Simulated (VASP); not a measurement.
Set up this calculation in VASP 6.6.1, as the native input.

| Item | Value |
| --- | --- |
| Task | single point |
| Functional | PBE |
| Potentials or basis | VASP PAW PBE potentials, release 64 (Y_sv, Ga_d, C, N) |
| Cutoff | 520 eV |
| k mesh | 6 × 6 × 2 |
| Occupations | gaussian, width 0.1 eV |
| Spin | no spin polarisation |
| Dipole correction | no |
| Further INCAR settings | ALGO = Normal; EDIFF = 1e-06; NBANDS = 30 |

The structure of YGaC2N2 lies in POSCAR:

```
YGaC2N2
1.0
    3.5780186500      0.0000000000      0.0000000000
   -1.2514456200      3.4580307300      0.0000000000
   -0.7279227300     -1.7346086900      8.6632127800
Y Ga C N
1 1 2 2
Direct
    0.5000000000      0.5000000000      0.5000000000
    0.0000000000      0.0000000000      0.0000000000
    0.1796815800      0.1796815800      0.8203184200
    0.8203184200      0.8203184200      0.1796815800
    0.2905610300      0.2905610300      0.7094389700
    0.7094389700      0.7094389700      0.2905610300
```

The input as run:

INCAR

```
SYSTEM = YGaC2N2
  ALGO = Normal
  EDIFF = 1E-6
  ENCUT = 520
  GGA = PE
  ISIF = 2
  ISMEAR = 0
  LASPH = .True.
  LCHARG = .False.
  LREAL = .False.
  LWAVE = .False.
  NBANDS = 30
  NELM = 80
  PREC = Accurate
  SIGMA = 0.1
```

KPOINTS

```
k-points
0
Gamma
  6 6 2
  0 0 0
```

Potentials or basis: VASP PAW PBE potentials, release 64 (Y_sv, Ga_d, C, N).

Launch:

```console
$ cat potpaw_PBE.64/Y_sv/POTCAR potpaw_PBE.64/Ga_d/POTCAR potpaw_PBE.64/C/POTCAR potpaw_PBE.64/N/POTCAR > POTCAR
$ mpirun -np 1 vasp_std > vasp.out
```

It gave:

| Property | Result |
| --- | --- |
| Pressure | 2.9 GPa |
| Largest force | 4.991 eV/Å |
| Band gap on the k mesh | zero (bands 21 and 22 overlap by 0.25 eV) |

Caveat: the k points lie up to 0.36 Å⁻¹ apart; forces of over 1 eV/Å act on the atoms, so gaps and moduli don't describe the material at rest.

It took 73 s on 1 thread of Intel(R) Xeon(R) 6975P-C (Granite Rapids), on a shared host, peak memory 0.32 GiB.
